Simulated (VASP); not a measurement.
The system is MnSb (rocksalt type).

```
CELL_PARAMETERS angstrom
0.00000 2.65223 2.65223
2.65223 0.00000 2.65223
2.65223 2.65223 0.00000
ATOMIC_POSITIONS crystal
Mn 0.00000 0.00000 0.00000
Sb 0.50000 0.50000 0.50000
```

| Item | Value |
| --- | --- |
| Program | VASP 6.6.1 |
| Task | relaxation of cell and atoms |
| Functional | PBE |
| Potentials or basis | VASP PAW PBE potentials, release 64 (Mn_pv, Sb) |
| Cutoff | 600 eV |
| k mesh | 11 × 11 × 11 |
| Occupations | fermi-dirac, width 0.03 eV |
| Spin | collinear spin, ferromagnetic start |
| Starting moments | [4.0, 0.0] μB |

At the start: pressure 12.4 GPa; volume 18.66 Å³/atom.

Where does the relaxation end?

Over 6 steps the energy falls by 104.8 meV/atom and the volume is 21.61 Å³/atom (+15.8 %); space group Fm-3m (No. 225, to 0.1 Å) before and after; moment 3.78 μB per cell.

The path:
```
step  energy change (eV)  largest force (eV/Å)  pressure (GPa)  volume (Å³)
   1              0.0000                0.0000           12.38        37.31
   2             -0.1876                0.0000           -2.85        45.65
   3             -0.2097                0.0000           -0.09        43.35
   4             -0.2097                0.0000            0.06        43.22
   5             -0.2097                0.0000            0.04        43.23
   6             -0.2097                0.0000            0.02        43.23
```

Final structure:
```
CELL_PARAMETERS angstrom
0.00000 2.78550 2.78550
2.78550 0.00000 2.78550
2.78550 2.78550 0.00000
ATOMIC_POSITIONS crystal
Mn 0.00000 0.00000 0.00000
Sb 0.50000 0.50000 0.50000
```

Caveat: the volume moved by over 15 % at a fixed basis, so the end points are rough; a cell with one magnetic atom can't hold antiferromagnetic order, which such compounds often take.
